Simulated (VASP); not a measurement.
Runs of VASP 6.6.1 on SrPrI. The structure is that of space group P4/mmm (No. 123), or close to it. The cells are those of the table. The cell was generated, and may not be a known phase.

```csv
task,cell,k mesh,gap on the mesh (eV),pressure (GPa),relaxed volume (Å³/atom)
single point,"a = 4.499, b = 4.499, c = 7.699 Å, 3 atoms",4 × 4 × 4,none,(a),-
single point,"a = 4.529, b = 4.529, c = 5.935 Å, 3 atoms",4 × 4 × 4,none,2.8,-
relaxation of cell and atoms,"relaxed from a = 4.499, b = 4.499, c = 7.699 Å, 3 atoms",10 × 10 × 6,none,0.0,52.43
relaxation of cell and atoms,"relaxed from a = 4.529, b = 4.529, c = 5.935 Å, 3 atoms",4 × 4 × 4,none,0.0,52.67
single point,"a = 4.511, b = 4.511, c = 7.710 Å, 3 atoms",10 × 10 × 6,none,0.0,-
```

Alike in all rows: level PBE; potentials or basis VASP PAW PBE potentials, release 64 (Sr_sv, Pr_3, I), 4f in core; no spin polarisation; cutoff (eV) 500; smearing gaussian 0.1 eV.

**Question.** Estimate the missing entries.

**Answer.** (a) 0.1.

Caveats: spin-orbit coupling is left out, which moves the levels of the heavy elements; the 4f electrons are frozen in the core, so they carry no moment and show no levels; the run has no spin polarisation, though such a crystal can be magnetic; the stress differs along the axes, from -1 to 10 GPa (at least some runs); the volume moved by over 15 % at a fixed basis, so the end points are rough (at least some runs).

A k mesh can miss the band edges, and the runs leave out spin-orbit coupling on I, Pr, Sr.

A gap of «none» marks levels without a gap at the run's occupations.
